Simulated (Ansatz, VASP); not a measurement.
One calculation of SrMg, two programs

Contents of INCAR:

```
SYSTEM = SrMg
ALGO = Normal ; EDIFF = 1E-7
ENCUT = 520 ; GGA = CA
ISIF = 2 ; ISMEAR = -1
LASPH = .TRUE. ; LCHARG = .FALSE.
LREAL = .FALSE. ; LWAVE = .FALSE.
NBANDS = 13 ; NELM = 60
PREC = Accurate ; SIGMA = 0.05
```

The input KPOINTS:

```
k-points
0
G
  9 9 9
  0 0 0
```

File POSCAR:

```
SrMg
1.0
    3.9000000000      0.0000000000      0.0000000000
    0.0000000000      3.9000000000      0.0000000000
    0.0000000000      0.0000000000      3.8610000000
Sr Mg
1 1
Direct
    0.5000000000      0.5000000000      0.5000000000
    0.0000000000      0.0000000000      0.0000000000
```

Input for Ansatz:

```yaml
crystal:
  lattice:
    - [3.9, 0.0, 0.0]
    - [0.0, 3.9, 0.0]
    - [0.0, 0.0, 3.861]
  atoms:
    - { symbol: Sr, position: [0.5, 0.5, 0.5] }
    - { symbol: Mg, position: [0.0, 0.0, 0.0] }
kpoints:
  mp_grid: { grid: [9, 9, 9] }
  band_path:
    path:
      - [0.0, 0.0, 0.0]
      - [0.0, 0.5, 0.0]
      - [0.5, 0.5, 0.0]
      - [0.0, 0.0, 0.0]
      - [0.0, 0.0, 0.5]
      - [0.0, 0.5, 0.5]
      - [0.5, 0.5, 0.5]
      - [0.0, 0.0, 0.5]
      - [0.0, 0.5, 0.0]
    npoints: 5
scf:
  occupations: { method: fermi_dirac, width: 0.05 }
hamiltonian:
  xc: lda
  pseudopotentials: { kind: all_electron, lapw: { basis_error: 0.0005 } }
output:
  forces: true
  stress: true
  eigenvalues: true
```

Change from the starting cell: zz strain of -1 %.

Alike in both runs: task single point; functional LDA; k mesh 9 × 9 × 9; occupations fermi-dirac, width 0.05 eV; no spin polarisation.

```csv
,VASP,Ansatz
version,VASP 6.6.1,Ansatz 0.2.0
potentials or method,"VASP PAW LDA potentials, release 64 (Sr_sv, Mg), cutoff 520 eV","all-electron LAPW, scalar-relativistic"
```

|  | VASP | Ansatz | Ansatz less VASP |
| --- | --- | --- | --- |
| pressure (GPa) | 3.6 | 3.8 | +0.15 |
| traceless stress, the component that is largest in VASP (GPa) | 0.13 | 0.12 | -0.002 |

LDA's correlation is that of Perdew and Zunger in VASP and of Perdew and Wang (1992) in Ansatz. Ansatz ran all-electron here, and VASP with PAW potentials.
